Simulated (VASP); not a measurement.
# Si2Mo: single point with PBE

The system is Si2Mo.

```
Si Mo
1.0
    -1.63138    1.63138    4.00759
     1.63138   -1.63138    4.00759
     1.63138    1.63138   -4.00759
Si Mo
2 1
Direct
  0.33300 0.33300 0.00000
  0.66700 0.66700 0.00000
  0.00000 0.00000 0.00000
```

- Program: VASP 6.6.1
- Task: single point
- Functional: PBE
- Potentials or basis: VASP PAW PBE potentials, release 64 (Si, Mo_sv)
- Cutoff: 520 eV
- k mesh: 13 × 13 × 13
- Occupations: fermi-dirac, width 0.1 eV
- Spin: no spin polarisation

The pressure is -8.7 GPa and the largest force is 0.355 eV/Å. The band gap on the k mesh is zero (band 11 reaches 11.87 eV, above the bottom of band 12 at 10.96 eV).

Forces on the atoms (eV/Å):
```
Si   0.000  0.000  0.355
Si   0.000  0.000 -0.355
Mo   0.000  0.000  0.000
```

Stress tensor (GPa, compression positive):
```
 -7.93   0.00   0.00
  0.00  -7.93   0.00
  0.00   0.00 -10.32
```

Levels at points of the mesh, in eV from the Fermi level:
| k point | band 9 | band 10 | band 11 | band 12 | band 13 | band 14 |
| --- | --- | --- | --- | --- | --- | --- |
| (0.00, 0.00, 0.00) | -2.49 | -2.49 | 0.39 | 2.74 | 3.33 | 3.48 |

It took 87 s on 1 thread of AMD EPYC 9R45 (Zen 5), with other jobs on the host, peak memory 0.27 GiB.
